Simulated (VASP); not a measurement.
Runs of VASP 6.6.1 on InP. The structure is that of space group F-43m (No. 216), or close to it. The cells are those of the table. 

```tsv
cell	gap on the mesh (eV)	pressure (GPa)
a = 4.001 Å, angles 60.0°, 2 atoms	1.28	10.4
a = 4.110 Å, angles 60.0°, 2 atoms	(a)	2.9
a = 4.278 Å, angles 60.0°, 2 atoms	(b)	-4.3
a = 4.074 Å, angles 60.0°, 2 atoms	0.99	5.1
a = 4.179 Å, angles 60.0°, 2 atoms	0.58	-0.6
a = 4.245 Å, angles 60.0°, 2 atoms	0.32	-3.2
a = 4.144 Å, angles 60.0°, 2 atoms	0.71	1.1
a = 4.212 Å, angles 60.0°, 2 atoms	0.44	-2.0
a = 4.038 Å, angles 60.0°, 2 atoms	1.13	7.6
```

Alike in all rows: task single point; level PBE+D3(BJ); potentials or basis VASP PAW PBE potentials, release 64 (In_d, P); no spin polarisation; k mesh 7 × 7 × 7; cutoff (eV) 500; smearing gaussian 0.01 eV.

Question: Fill in the values left out.

Answer: (a) 0.85; (b) 0.19.

Caveats: three body term missing; spin-orbit coupling is left out, which moves the levels of the heavy elements.

A k mesh can miss the band edges, and the runs leave out spin-orbit coupling on In.
